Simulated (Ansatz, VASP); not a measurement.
## Two plane-wave programs on AlCo

File INCAR:

```
PREC = Accurate
ENCUT = 520
EDIFF = 1E-7
ISMEAR = -1
SIGMA = 0.08
LREAL = False
LASPH = True
NELM = 80
ALGO = Normal
ISIF = 2
LWAVE = False
LCHARG = False
GGA = PE
NBANDS = 13
```

Contents of KPOINTS:

```
regular mesh
0
Gamma
  15 15 15
```

File POSCAR:

```
AlCo
1.0
    0.0000000000      2.2046189108      2.2046189108
    2.2046189108      0.0000000000      2.2046189108
    2.2046189108      2.2046189108      0.0000000000
Co Al
1 1
Direct
    0.0000000000      0.0000000000      0.0000000000
    0.5000000000      0.5000000000      0.5000000000
```

Input for Ansatz:

```yaml
crystal:
  lattice:
    - [0.0, 2.2046189108, 2.2046189108]
    - [2.2046189108, 0.0, 2.2046189108]
    - [2.2046189108, 2.2046189108, 0.0]
  atoms:
    - { symbol: Co, position: [0.0, 0.0, 0.0] }
    - { symbol: Al, position: [0.5, 0.5, 0.5] }
kpoints:
  mp_grid: { grid: [15, 15, 15] }
scf:
  occupations: { method: fermi_dirac, width: 0.08 }
hamiltonian:
  xc: pbe
  pseudopotentials: { kind: paw }
output:
  forces: true
  stress: true
  eigenvalues: true
```

Change from the starting cell: volume scaled by 0.78, to set the pressure.

Alike in both runs: task single point; functional PBE; k mesh 15 × 15 × 15; occupations fermi-dirac, width 0.08 eV; no spin polarisation.

|  | VASP | Ansatz |
| --- | --- | --- |
| version | VASP 6.6.1 | Ansatz 0.2.0 |
| potentials or method | VASP PAW PBE potentials, release 64 (Co, Al) | PAW with Ansatz's default frozen-core files, scalar-relativistic |
| plane-wave cutoff (eV) | 520 | 420 |
| valence electrons in the cell | 12 | 20 |

|  | VASP | Ansatz | Ansatz less VASP |
| --- | --- | --- | --- |
| pressure (GPa) | 50.0 | 49.8 | -0.24 |

Both programs put the cell under a high pressure, so it lies far from rest at this level. VASP's potentials hold 12 valence electrons a cell and Ansatz's 20, so a difference there can come from the potentials and not from the codes.
